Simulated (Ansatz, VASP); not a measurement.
**Pt: VASP beside Ansatz**

```
Pt
1.0
     2.73755    0.00000    0.00000
    -1.36877    2.37079    0.00000
     0.00000    0.00000    9.13163
Pt
4
Direct
  0.00000 0.00000 0.00000
  0.00000 0.00000 0.50000
  0.33333 0.66667 0.25000
  0.66667 0.33333 0.75000
```

Alike in both runs: functional LDA; k mesh 13 × 13 × 4; occupations fermi-dirac, width 0.1 eV; no spin polarisation.

Ansatz relaxed the structure, and its values are those at the end. VASP's run is a single point on that final structure, the one shown.

|  | VASP | Ansatz |
| --- | --- | --- |
| version | VASP 6.6.1 | Ansatz 0.2.0 |
| potentials or method | VASP PAW LDA potentials, release 64 (Pt), cutoff 520 eV | plane waves (420 eV) with PAW, scalar-relativistic |
| valence electrons in the cell | 40 | 72 |

Ansatz gave:

```
pressure (GPa) : 0.0
```

Task: Estimate VASP's values.

Result: Pressure (GPa): 0.7.

Ansatz warns that its potentials were made for another functional, while VASP's fit it. LDA's correlation is that of Perdew and Zunger in VASP and of Perdew and Wang (1992) in Ansatz. VASP's potentials hold 40 valence electrons a cell and Ansatz's 72, so a difference there can come from the potentials and not from the codes.

Neither program's run includes spin-orbit coupling.
